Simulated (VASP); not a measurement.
# LiH (I4/mmm) in VASP: a series of runs

LiH is run at these levels: PBE; tasks: single point.

All numbers are computed with VASP 6.6.1; they aren't measurements. Logs are shortened: lines on timing, memory, paths and dates and some standing lists are left out, and cuts for length are marked.

### 1 The cell of the first run

The structure is tetragonal, space group I4/mmm (No. 139). Conventional cell: a = 2.989 Å, b = 2.989 Å, c = 3.902 Å, α = 90.00°, β = 90.00°, γ = 90.00°. Li (site symmetry 4/mmm) has 6 H at 1.95 to 2.11 Å within 2.6 Å. H (site symmetry 4/mmm) has 6 Li at 1.95 to 2.11 Å within 2.6 Å.

### 2 Single point, PBE (strain +0.040 along x and y, -0.040 along z)

INCAR reads:

```
PREC = Accurate
ENCUT = 520
EDIFF = 1E-6
ISMEAR = 0
SIGMA = 0.05
LREAL = F
LASPH = T
NELM = 80
ALGO = Normal
ISIF = 2
LWAVE = F
LCHARG = F
GGA = PE
NBANDS = 9
```

KPOINTS reads:

```
regular mesh
0
Gamma
  10 10 10
```

POSCAR reads:

```
LiH
1.0
    0.0000000000      2.1138000000      1.9512000000
    2.1138000000      0.0000000000      1.9512000000
    2.1138000000      2.1138000000      0.0000000000
Li H
1 1
Direct
    0.0000000000      0.0000000000      0.0000000000
    0.5000000000      0.5000000000      0.5000000000
```

Potentials or basis: VASP PAW PBE potentials, release 64 (Li_sv, H).

Started as:

```console
> cat potpaw_PBE.64/Li_sv/POTCAR potpaw_PBE.64/H/POTCAR > POTCAR
> mpirun -np 1 vasp_std > vasp.out
```

OUTCAR:

```text
PREC = Accurate
   ENCUT = 520
   EDIFF = 1E-6
   ISMEAR = 0
   LREAL = F
   LASPH = T
   NELM = 80
   ISIF = 2
   GGA = PE

 ion  position               nearest neighbor table
   1  0.000  0.000  0.000-
   2  0.500  0.500  0.500-

  LATTYP: Found a body centered tetragonal cell.
 ALAT       =     2.9893646281
 C/A-ratio  =     1.3054279037

  Lattice vectors:

 A1 = (   0.0000000000,  -2.1138000000,  -1.9512000000)
 A2 = (   0.0000000000,   2.1138000000,  -1.9512000000)
 A3 = (   2.1138000000,   0.0000000000,   1.9512000000)

Analysis of symmetry for initial positions (statically):
=====================================================================
 Subroutine PRICEL returns:
 Original cell was already a primitive cell.

 Routine SETGRP: Setting up the symmetry group for a
 body centered tetragonal supercell.

 Subroutine GETGRP returns: Found 16 space group operations
 (whereof 16 operations were pure point group operations)
 out of a pool of 16 trial point group operations.

The static configuration has the point symmetry D_4h.

Analysis of symmetry for dynamics (positions and initial velocities):
=====================================================================
 Subroutine PRICEL returns:
 Original cell was already a primitive cell.

 Routine SETGRP: Setting up the symmetry group for a
 body centered tetragonal supercell.

 Subroutine GETGRP returns: Found 16 space group operations
 (whereof 16 operations were pure point group operations)
 out of a pool of 16 trial point group operations.

The dynamic configuration has the point symmetry D_4h.

 Subroutine INISYM returns: Found 16 space group operations
 (whereof 16 operations are pure point group operations),
 and found     1 'primitive' translations

----------------------------------------------------------------------------------------

                                     Primitive cell

  volume of cell :      17.4365

  direct lattice vectors                    reciprocal lattice vectors
     0.000000000  2.113800000  1.951200000    -0.236540827  0.236540827  0.256252563
     2.113800000  0.000000000  1.951200000     0.236540827 -0.236540827  0.256252563
     2.113800000  2.113800000  0.000000000     0.236540827  0.236540827 -0.256252563

  length of vectors
     2.876687658  2.876687658  2.989364628     0.421388777  0.421388777  0.421388777

  position of ions in fractional coordinates (direct lattice)
     0.000000000  0.000000000  0.000000000
     0.500000000  0.500000000  0.500000000

  ion indices of the primitive-cell ions
   primitive index   ion index
                 1           1
                 2           2

----------------------------------------------------------------------------------------

 KPOINTS: regular mesh

Automatic generation of k-mesh.
 Grid dimensions read from file:
 generate k-points for:   10   10   10

 Generating k-lattice:

  Cartesian coordinates                     Fractional coordinates (reciprocal lattice)
    -0.023654083  0.023654083  0.025625256     0.100000000  0.000000000  0.000000000
     0.023654083 -0.023654083  0.025625256     0.000000000  0.100000000  0.000000000
     0.023654083  0.023654083 -0.025625256    -0.000000000 -0.000000000  0.100000000

  Length of vectors
     0.042138878  0.042138878  0.042138878

  Shift w.r.t. Gamma in fractional coordinates (k-lattice)
     0.000000000  0.000000000  0.000000000

 Subroutine IBZKPT returns following result:
 ===========================================

 Found    102 irreducible k-points:

 Following reciprocal coordinates:
            Coordinates               Weight
  0.000000  0.000000  0.000000      1.000000
  0.100000  0.000000  0.000000      8.000000
  0.200000  0.000000  0.000000      8.000000
  0.300000 -0.000000  0.000000      8.000000
  0.400000  0.000000  0.000000      8.000000
  0.500000 -0.000000  0.000000      4.000000
[... 16 lines left out ...]
  0.300000  0.300000  0.000000      2.000000
  0.400000  0.300000  0.000000      8.000000
 [... further k-points ...]
   k-points           NKPTS =    102   k-points in BZ     NKDIM =    102   number of bands    NBANDS=      9
   number of dos      NEDOS =    301   number of ions     NIONS =      2
   total plane-waves  NPLWV =  13824
   dimension x,y,z NGX =    24 NGY =   24 NGZ =   24
   dimension x,y,z NGXF=    48 NGYF=   48 NGZF=   48
   ions per type =               1   1
   NGX,Y,Z   is equivalent  to a cutoff of  13.87, 13.87, 13.35 a.u.
   NGXF,Y,Z  is equivalent  to a cutoff of  27.74, 27.74, 26.69 a.u.
 SYSTEM =  unknown system
   PREC   = accura    normal or accurate (medium, high low for compatibility)
   ISTART =      0    job   : 0-new  1-cont  2-samecut
   ICHARG =      2    charge: 1-file 2-atom 10-const
   ISPIN  =      1    spin polarized calculation?
   LNONCOLLINEAR =      F non collinear calculations
   LSORBIT =      F    spin-orbit coupling
   LASPH  =      T    aspherical Exc in radial PAW
   ENCUT  =  520.0 eV  38.22 Ry    6.18 a.u.   5.35  5.35  5.56*2*pi/ulx,y,z
   NELM   =     80;   NELMIN=  2; NELMDL= -5     # of ELM steps
   EDIFF  = 0.1E-05   stopping-criterion for ELM
   LREAL  =      F    real-space projection
   EDIFFG = 0.1E-04   stopping-criterion for IOM
   NSW    =      0    number of steps for IOM
   IBRION =     -1    ionic relax: 0-MD 1-quasi-New 2-CG
   NFREE  =      0    steps in history (QN), initial steepest desc. (CG)
   ISIF   =      2    stress and relaxation
   ISYM   =      2    0-nonsym 1-usesym 2-fastsym
   POTIM  = 0.5000    time-step for ionic-motion
   TEBEG  =    0.0;   TEEND  =   0.0 temperature during run
   PSTRESS=    0.0 pullay stress
   NELECT =       4.0000    total number of electrons
   NUPDOWN=      -1.0000    fix difference up-down
   EMIN   =  10.00;   EMAX   =-10.00  energy-range for DOS
   EFERMI =   0.00;   METHOD = LEGACY
   ISMEAR =     0;   SIGMA  =   0.05  broadening in eV -4-tet -1-fermi 0-gaus
   EFERMI_NEDOS =   21; number of points for ismear=-14 and -15
   IALGO  =     38    algorithm
   IMIX   =      4    mixing-type and parameters
     AMIX     =   0.40;   BMIX     =  1.00
     AMIX_MAG =   1.60;   BMIX_MAG =  1.00
  volume/ion in A,a.u.               =       8.72        58.83
  Fermi-wavevector in a.u.,A,eV,Ry     =   1.002171  1.893828 13.664954  1.004346
  Thomas-Fermi vector in A             =   2.134640
   LORBIT       =      0    0 simple, 1 ext, 2 COOP (PROOUT), +10 PAW based schemes
   GGA     = PE    functional components
   LHFCALC =     F    Hartree Fock is set to
   AEXX    =    0.0000 exact exchange contribution
   IVDW    =     0    specifies the selected vdW correction
   LEPSILON=     F    determine dielectric tensor
   LRPA    =     F    only Hartree local field effects (RPA)
 non-spin polarized calculation
 Gauss-broadening in eV      SIGMA  =   0.05
  energy-cutoff  :      520.00
  volume of cell :       17.44
 maximum number of plane-waves:       486
 NGX is ok and might be reduce to    24
   NGX = 11   NGY = 11   NGZ = 11

 number of electron       4.0000004 magnetization

 Free energy of the ion-electron system (eV)
  ---------------------------------------------------
  ext. energy  EPLUGINS =         0.00000000
  ---------------------------------------------------
  free energy    TOTEN  =        -6.10309857 eV

  energy without entropy =       -6.10309857  energy(sigma->0) =       -6.10309857

 E-fermi :   0.5390     XC(G=0):  -8.2510

 val. band max:        0.1049153896   @ k =   0.5000   0.5000   0.0000
 cond. band min:       2.4413354241   @ k =   0.5000   0.0000   0.5000
 fundamental gap:      2.3364200345
 Fermi energy:         0.5390205609

 k-point     1 :       0.0000    0.0000    0.0000
  band No.  band energies     occupation
      1     -44.6350      2.00000
      2      -5.3943      2.00000
      3      14.7045      0.00000
      4      16.4286      0.00000
      5      17.1032      0.00000
      6      17.1032      0.00000
      7      21.3457      0.00000
      8      21.3457      0.00000
      9      21.7686      0.00000

 k-point     2 :       0.1000    0.0000    0.0000
  band No.  band energies     occupation
      1     -44.6317      2.00000
      2      -5.2227      2.00000
      3      13.4650      0.00000
      4      15.7831      0.00000
      5      16.4815      0.00000
      6      16.5796      0.00000
      7      20.8874      0.00000
      8      22.1091      0.00000
      9      22.3069      0.00000

 k-point     3 :       0.2000    0.0000    0.0000
  band No.  band energies     occupation
      1     -44.6230      2.00000
      2      -4.7212      2.00000
      3      10.5610      0.00000
      4      14.4004      0.00000
      5      15.7403      0.00000
      6      16.2077      0.00000
      7      20.7356      0.00000
      8      21.4210      0.00000
      9      23.4393      0.00000

 k-point     4 :       0.3000   -0.0000    0.0000
  band No.  band energies     occupation
      1     -44.6123      2.00000
      2      -3.9498      2.00000
      3       7.6224      0.00000
      4      13.3505      0.00000
      5      15.1462      0.00000
      6      16.1646      0.00000
      7      18.9138      0.00000
      8      20.9810      0.00000
      9      23.4123      0.00000
[... 205 lines left out ...]
 k-point    22 :      -0.2000    0.2000    0.0000
  band No.  band energies     occupation
      1     -44.6096      2.00000
      2      -3.6625      2.00000
      3       9.1060      0.00000
      4       9.3247      0.00000
      5      14.7689      0.00000
      6      15.0617      0.00000
      7      20.6325      0.00000
      8      22.3873      0.00000
      9      24.0339      0.00000

 k-point    23 :       0.3000    0.3000    0.0000
  band No.  band energies     occupation
      1     -44.6012      2.00000
      2      -3.1038      2.00000
      3       8.7875      0.00000
      4      10.8988      0.00000
      5      10.8988      0.00000
      6      14.0485      0.00000
      7      16.2982      0.00000
      8      27.2026      0.00000
      9      28.1633      0.00000

 k-point    24 :       0.4000    0.3000    0.0000
  band No.  band energies     occupation
      1     -44.5941      2.00000
      2      -2.2058      2.00000
      3       6.9008      0.00000
      4       9.4491      0.00000
      5      10.3988      0.00000
      6      14.6897      0.00000
      7      16.0061      0.00000
      8      27.4153      0.00000
      9      27.9714      0.00000

 [... further k-points ...]
[... 5 lines left out ...]
  --------------------------------------------------------------------------------------
  -------------------------------------------------------------------------------------
  Total       -0.4233312     -0.4233312      0.0589558      0.0000000      0.0000000     -0.0000000
  in kB      -38.8983623    -38.8983623      5.4172340      0.0000000      0.0000000     -0.0000000
  external PRESSURE =     -24.1264968 kB  Pullay stress =       0.0000000 kB

 VOLUME and BASIS-vectors are now :
 -----------------------------------------------------------------------------
  energy-cutoff  :      520.00
  volume of cell :       17.44
      direct lattice vectors                 reciprocal lattice vectors
     0.000000000  2.113800000  1.951200000    -0.236540827  0.236540827  0.256252563
     2.113800000  0.000000000  1.951200000     0.236540827 -0.236540827  0.256252563
     2.113800000  2.113800000  0.000000000     0.236540827  0.236540827 -0.256252563

 POSITION                                       TOTAL-FORCE (eV/Angst)
 -----------------------------------------------------------------------------------
      0.00000      0.00000      0.00000         0.000000      0.000000      0.000000
      2.11380      2.11380      1.95120        -0.000000     -0.000000     -0.000000
 -----------------------------------------------------------------------------------
    total drift:                                0.000000     -0.000000     -0.000000

  FREE ENERGIE OF THE ION-ELECTRON SYSTEM (eV)
  ---------------------------------------------------
  free  energy   TOTEN  =        -6.1030985652 eV

  energy  without entropy=       -6.1030985652  energy(sigma->0) =       -6.10309857
```

Wall time 4.9 s (1 thread of Intel Xeon 6975P-C (Granite Rapids), shared host); peak memory 0.14 GiB.

What came out:

```yaml
Free_energy: -6.1031 eV
Band_gap_on_the_k_mesh: 2.34 eV, indirect (least direct gap 2.90 eV)
```

Caveat: the cell differs from its parent crystal (strain +0.040 along x and y, -0.040 along z); the cutoff is under 1.25 times the usual one of these potentials, so pressure, stress and relaxed cells hold a basis-set (Pulay) error.

### 3 Single point, PBE (strain +0.080 along x and y, -0.040 along z)

INCAR reads:

```
SYSTEM = LiH
PREC = Accurate ; ENCUT = 520
EDIFF = 1E-6 ; ISMEAR = 0
SIGMA = 0.05 ; LREAL = .FALSE.
LASPH = .TRUE. ; NELM = 60
ALGO = Normal ; ISIF = 2
LWAVE = .FALSE. ; LCHARG = .FALSE.
GGA = PE ; NBANDS = 9
```

KPOINTS reads:

```
regular mesh
0
G
  10 10 10
  0 0 0
```

POSCAR reads:

```
LiH
1.0
    0.0000000000      2.1951000000      1.9512000000
    2.1951000000      0.0000000000      1.9512000000
    2.1951000000      2.1951000000      0.0000000000
Li H
1 1
Direct
    0.0000000000      0.0000000000      0.0000000000
    0.5000000000      0.5000000000      0.5000000000
```

Potentials or basis: VASP PAW PBE potentials, release 64 (Li_sv, H).

Started as:

```console
> cat potpaw_PBE.64/Li_sv/POTCAR potpaw_PBE.64/H/POTCAR > POTCAR
> mpirun -np 1 vasp_std > vasp.out
```

Run time: 6 s. Hardware: 1 thread of Intel Xeon 6975P-C (Granite Rapids), shared host; peak memory 0.14 GiB.

It converged, with:

```yaml
Free_energy: -6.0639 eV
Band_gap_on_the_k_mesh: 2.13 eV, indirect (least direct gap 2.91 eV)
```

Levels at points of the mesh, in eV from the valence-band top:
```csv
k point,band 1,band 2,band 3,band 4,band 5,band 6
"(0.00, 0.00, 0.00)",-44.96,-5.35,13.48,15.33,16.29,16.29
"(0.50, 0.00, 0.00)",-44.94,-2.72,4.12,11.44,13.70,15.99
"(0.50, 0.50, 0.00)",-44.92,0.00,3.62,8.50,8.50,11.52
"(0.50, 0.00, 0.50)",-44.93,-0.78,2.13,9.79,10.74,13.27
```

Caveat: the cell differs from its parent crystal (strain +0.080 along x and y, -0.040 along z); the cutoff is under 1.25 times the usual one of these potentials, so pressure, stress and relaxed cells hold a basis-set (Pulay) error.

### 4 Single point, PBE (strain +0.080 along x and y, +0.000 along z)

INCAR reads:

```
ALGO = Normal ; EDIFF = 1E-6
ENCUT = 520 ; GGA = PE
ISIF = 2 ; ISMEAR = 0
LASPH = T ; LCHARG = T
LELF = T ; LREAL = F
LVHAR = T ; LWAVE = F
NBANDS = 9 ; NELM = 100
PREC = Accurate ; SIGMA = 0.05
```

KPOINTS reads:

```
k-points
0
Gamma
  10 10 10
```

POSCAR reads:

```
LiH
1.0
    0.0000000000      2.1951000000      2.0325000000
    2.1951000000      0.0000000000      2.0325000000
    2.1951000000      2.1951000000      0.0000000000
Li H
1 1
Direct
    0.0000000000      0.0000000000      0.0000000000
    0.5000000000      0.5000000000      0.5000000000
```

Started as:

```console
> cat potpaw_PBE.64/Li_sv/POTCAR potpaw_PBE.64/H/POTCAR > POTCAR
> mpirun -np 1 vasp_std > vasp.out
```

It took 5.9 s on 1 thread of Intel Xeon 6975P-C (Granite Rapids), shared host; peak memory 0.14 GiB.

It converged, with:

- Free energy: -6.0548 eV
- Band gap on the k mesh: 2.47 eV, indirect (least direct gap 2.98 eV)

Levels at points of the mesh, in eV from the valence-band top:
| k point | band 1 | band 2 | band 3 | band 4 | band 5 |
| --- | --- | --- | --- | --- | --- |
| (0.00, 0.00, 0.00) | -44.87 | -5.05 | 13.31 | 15.29 | 15.90 |
| (0.50, 0.00, 0.00) | -44.84 | -2.46 | 4.17 | 11.52 | 13.85 |
| (0.50, 0.50, 0.00) | -44.83 | 0.00 | 3.40 | 8.86 | 8.86 |
| (0.50, 0.00, 0.50) | -44.84 | -0.51 | 2.47 | 9.66 | 10.27 |

Caveat: the cell differs from its parent crystal (strain +0.080 along x and y, +0.000 along z); the cutoff is under 1.25 times the usual one of these potentials, so pressure, stress and relaxed cells hold a basis-set (Pulay) error. A k mesh can miss the band edges.

### 5 The runs side by side

```csv
cell,gap on the mesh (eV)
"a = 2.877, b = 2.877, c = 2.989 Å, angles 58.7, 58.7, 62.6°, 2 atoms",2.34
"a = 2.937, b = 2.937, c = 3.104 Å, angles 58.1, 58.1, 63.8°, 2 atoms",2.13
"a = 2.992, b = 2.992, c = 3.104 Å, angles 58.7, 58.7, 62.5°, 2 atoms",2.47
```

Alike in all rows: task single point; level PBE; potentials or basis VASP PAW PBE potentials, release 64 (Li_sv, H); no spin polarisation; k mesh 10 × 10 × 10; cutoff (eV) 520; smearing gaussian 0.05 eV.

Caveats: the cutoff is under 1.25 times the usual one of these potentials, so pressure, stress and relaxed cells hold a basis-set (Pulay) error.

Total energies depend on the potentials used, so only differences within one code and one set of settings carry meaning.
